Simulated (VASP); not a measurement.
A run of VASP 6.6.1 is set up as follows.

The input INCAR:

```
ALGO = Normal ; EDIFF = 1E-6
ENCUT = 500 ; GGA = CA
GGA_COMPAT = False ; ISIF = 2
ISMEAR = 0 ; ISPIN = 2
LASPH = True ; LCHARG = True
LDAU = True ; LDAUJ = 0 0
LDAUL = 2 -1 ; LDAUPRINT = 1
LDAUTYPE = 2 ; LDAUU = 6 0
LELF = True ; LMAXMIX = 4
LORBIT = 11 ; LREAL = False
LVHAR = True ; LWAVE = False
MAGMOM = 4 0 ; NBANDS = 21
NELM = 200 ; PREC = Accurate
SIGMA = 0.05
```

The input KPOINTS:

```
k-points
0
Gamma
  5 5 5
```

The input POSCAR:

```
TeRu
1.0
    0.0000000000      3.1139297200      3.1139297200
    3.1139297200      0.0000000000      3.1139297200
    3.1139297200      3.1139297200      0.0000000000
Ru Te
1 1
Direct
    0.0000000000      0.0000000000      0.0000000000
    0.2500000000      0.2500000000      0.2500000000
```

Potentials or basis: VASP PAW LDA potentials, release 64 (Ru_pv, Te).

Run with:

```sh
$ cat potpaw_LDA.64/Ru_pv/POTCAR potpaw_LDA.64/Te/POTCAR > POTCAR
$ mpirun -np 1 vasp_std > vasp.out
```

(1) Predict the net moment.

(2) Estimate the pressure.

(3) Predict the site moments.

Results:

(1) 3.10 μB per cell.

(2) -3.5 GPa.

(3) Ru +2.83; Te +0.04 μB.

Caveat: the cell stands under tension; an empty level that is flat over the whole mesh can mark a ghost state of the potentials, or a narrow d or f band; the U is typed as a test and isn't derived for this compound.
